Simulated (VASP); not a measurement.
**W: single point with PBE**

The system is W.

```
CELL_PARAMETERS angstrom
3.31246 1.91245 2.50618
-3.31246 1.91245 2.50618
0.00000 -3.82489 2.50618
ATOMIC_POSITIONS crystal
W 0.00000 0.23735 0.76265
W 0.23735 0.76265 0.00000
W 0.76265 0.00000 0.23735
W 0.32223 0.32223 0.32223
W 0.67777 0.67777 0.67777
```

The cell was generated, and may not be a known phase.

```json
{
  "Program": "VASP 6.6.1",
  "Task": "single point",
  "Functional": "PBE",
  "Potentials or basis": "VASP PAW PBE potentials, release 64 (W_sv)",
  "Cutoff": "520 eV",
  "k mesh": "6 × 6 × 6",
  "Occupations": "gaussian, width 0.1 eV",
  "Spin": "no spin polarisation",
  "Dipole correction": "no",
  "Further INCAR settings": "ALGO = Fast; EDIFF = 1e-07; NBANDS = 43"
}
```

```yaml
Pressure: 0.6 GPa
Largest_force: 0.014 eV/Å
Band_gap_on_the_k_mesh: zero (bands 35 and 36 overlap by 0.43 eV)
```

Forces in eV/Å, atoms in the order of the input:
```
W    0.007 -0.012  0.000
W   -0.014  0.000  0.000
W    0.007  0.012  0.000
W    0.000  0.000 -0.011
W    0.000  0.000  0.011
```

Stress tensor (GPa, compression positive):
```
0.63 0.00 0.00
0.00 0.63 0.00
0.00 0.00 0.41
```

Levels at points of the mesh, in eV from the Fermi level:
```csv
k point,band 32,band 33,band 34,band 35,band 36,band 37,band 38,band 39
"(0.00, 0.00, 0.00)",-1.38,-1.15,-0.74,-0.20,-0.20,0.19,1.52,1.52
"(0.50, 0.00, 0.00)",-1.45,-1.02,-0.53,0.17,0.24,0.83,1.66,1.74
"(0.50, 0.50, 0.00)",-1.44,-1.21,-0.77,-0.36,0.39,0.59,1.29,1.76
"(0.50, 0.50, 0.50)",-1.20,-0.56,-0.33,-0.33,0.31,0.52,0.52,0.86
```

Run time: 2.3 min on 1 thread of Intel(R) Xeon(R) Platinum 8488C (Sapphire Rapids), with other jobs on the host, peak memory 0.25 GiB.

Caveat: spin-orbit coupling is left out, which moves the levels of the heavy elements.
